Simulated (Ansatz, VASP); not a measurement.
BaTiO3 in VASP and in Ansatz

File POSCAR:

```
BaTiO3
1.0
   -8.0252552800      0.0000000000      0.0000000000
    0.0000000000     -2.8562096000      2.8645157500
    0.0000000000      2.8562096000      2.8645157500
Ba Ti O
2 2 6
Direct
    0.0000000000      0.0000000000      0.0000000000
    0.5000000000      0.0000000000      0.0000000000
    0.2500000000      0.5124000000      0.5124000000
    0.7500000000      0.5124000000      0.5124000000
    0.0000000000      0.4874000000      0.4874000000
    0.5000000000      0.4874000000      0.4874000000
    0.2500000000      0.9918400000      0.5052400000
    0.7500000000      0.9918400000      0.5052400000
    0.2500000000      0.5052400000      0.9918400000
    0.7500000000      0.5052400000      0.9918400000
```

File INCAR.step1:

```
SYSTEM = BaTiO3
  PREC = Accurate
  ENCUT = 520
  ISMEAR = 1
  SIGMA = 0.0977
  LREAL = .False.
  LASPH = .True.
  NELM = 60
  NBANDS = 51
  GGA = PE
  ALGO = Normal
  EDIFF = 1E-4
  LWAVE = .True.
  LCHARG = .False.
```

INCAR.step2

```
SYSTEM = BaTiO3
  PREC = Accurate
  ENCUT = 520
  EDIFF = 1E-6
  ISMEAR = 1
  SIGMA = 0.0977
  LREAL = .False.
  LASPH = .True.
  NELM = 60
  ALGO = Normal
  ISIF = 2
  LWAVE = .False.
  LCHARG = .False.
  METAGGA = R2SCAN
  LMIXTAU = .True.
  NBANDS = 51
  ISTART = 1
```

Contents of KPOINTS:

```
regular mesh
0
Gamma
  3 6 6
  0 0 0
```

Input for Ansatz:

```yaml
crystal:
  lattice:
    - [-8.02525528, 0.0, 0.0]
    - [0.0, -2.8562096, 2.86451575]
    - [0.0, 2.8562096, 2.86451575]
  atoms:
    - { symbol: Ba, position: [0.0, 0.0, 0.0] }
    - { symbol: Ba, position: [0.5, 0.0, 0.0] }
    - { symbol: Ti, position: [0.25, 0.5124, 0.5124] }
    - { symbol: Ti, position: [0.75, 0.5124, 0.5124] }
    - { symbol: O, position: [0.0, 0.4874, 0.4874] }
    - { symbol: O, position: [0.5, 0.4874, 0.4874] }
    - { symbol: O, position: [0.25, 0.99184, 0.50524] }
    - { symbol: O, position: [0.75, 0.99184, 0.50524] }
    - { symbol: O, position: [0.25, 0.50524, 0.99184] }
    - { symbol: O, position: [0.75, 0.50524, 0.99184] }
  symmetry: { tolerance: 0.0003 }
kpoints:
  mp_grid: { grid: [3, 6, 6], shift: [0, 0, 0] }
  band_path:
    path:
      - [0.0, 0.0, 0.0]
      - [0.0, 0.5, 0.5]
      - [0.0, 0.49855227, 0.50144773]
      - [0.0, -0.49855227, 0.49855227]
      - [0.0, 0.0, 0.0]
      - [-1.0, 0.0, 0.0]
      - [-1.0, -0.49855227, 0.49855227]
      - [-1.0, 0.49855227, 0.50144773]
      - [-1.0, 0.5, 0.5]
      - [0.0, 0.5, 0.5]
      - [0.0, 0.0, 0.0]
    npoints: 6
magnetization:
  spin_polarized: false
scf:
  occupations: { method: cold, width: 0.0977 }
  lower_state_search: "off"
  max_iter: 200
hamiltonian:
  pseudopotentials: { kind: paw }
  xc: r2scan
basis:
  ecutwfc: 500
  fft_grid_basis: typed
output:
  forces: true
  stress: true
  eigenvalues: true
  bader: true
  populations: true
  elf: true
  write_potential: true
  volumetric_format: npy
  dos:
    e_range: [-12, 8]
    de: 0.05
    projected: { site_lists: { Ba: [Ba], O: [O], Ti: [Ti] } }
checkpoint:
  read: saved_state
```

Alike in both runs: task single point; functional r2SCAN; k mesh 3 × 6 × 6; no spin polarisation.

```csv
,VASP,Ansatz
version,VASP 6.6.1,Ansatz 0.2.0
potentials or method,"VASP PAW PBE potentials, release 64 (Ba_sv, Ti_sv, O), cutoff 520 eV",PAW plane waves
occupations,"methfessel-paxton of order 1, width 0.0977 eV","cold, width 0.0977 eV"
valence electrons in the cell,80,80
```

VASP gave:

| Item | Value |
| --- | --- |
| gap on the k mesh at the Fermi level (eV) | 2.19 |
| pressure (GPa) | -2.5 |
| traceless stress, the component that is largest in VASP (GPa) | -0.38 |
| rms of the force components (eV/Å) | 0.158 |

Question: What did Ansatz give for the same quantities?

Answer: gap on the k mesh at the Fermi level (eV): 2.21; pressure (GPa): -4.3; traceless stress, the component that is largest in VASP (GPa): -0.39; rms of the force components (eV/Å): 0.180.

VASP's potentials were made for PBE, not for r2SCAN. Atom by atom the forces differ by 0.032 eV/Å (rms over components).

Neither program's run includes spin-orbit coupling.
